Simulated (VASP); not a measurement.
Here is a VASP 6.6.1 calculation.

The input INCAR:

```
SYSTEM = HfB2
PREC = Accurate
ENCUT = 520
EDIFF = 1E-8
ISMEAR = -1
SIGMA = 0.05
LREAL = .FALSE.
LASPH = .TRUE.
NELM = 80
ALGO = Normal
ISIF = 2
LWAVE = .FALSE.
LCHARG = .FALSE.
GGA = PS
LEFG = .TRUE.
NBANDS = 15
```

KPOINTS

```
regular mesh
0
G
  13 13 11
  0 0 0
```

File POSCAR:

```
HfB2
1.0
    3.1400001005      0.0000000000      0.0000000000
   -1.5700000503      2.7193198549      0.0000000000
    0.0000000000      0.0000000000      3.4800000000
Hf B
1 2
Direct
    0.0000000000      0.0000000000      0.0000000000
    0.3333333333      0.6666666667      0.5000000000
    0.6666666667      0.3333333333      0.5000000000
```

Potentials or basis: VASP PAW PBE potentials, release 64 (Hf_pv, B).

The run is started by

```sh
$ cat potpaw_PBE.64/Hf_pv/POTCAR potpaw_PBE.64/B/POTCAR > POTCAR
$ mpirun -np 1 vasp_std > vasp.out
```

**Question.** Estimate the band gap on the k mesh.

**Answer.** Zero (band 8 reaches 8.16 eV, above the bottom of band 9 at 7.15 eV).

**Question.** What does it give for the pressure?

**Answer.** -4.5 GPa.

Electric field gradients, principal values (V/Å²):
| atom | least | middle | greatest (by size) |
| --- | --- | --- | --- |
| 1 Hf | -40.059 | -40.059 | 80.119 |
| 2 B | -0.837 | -0.837 | 1.674 |
| 3 B | -0.837 | -0.837 | 1.674 |

Caveat: without QUAD_EFG the Cq values of the log hold for a quadrupole moment of 1 mb, not for the nuclei; the PAW data sets were made with another functional, which shifts forces and pressure a little; spin-orbit coupling is left out, which moves the levels of the heavy elements.
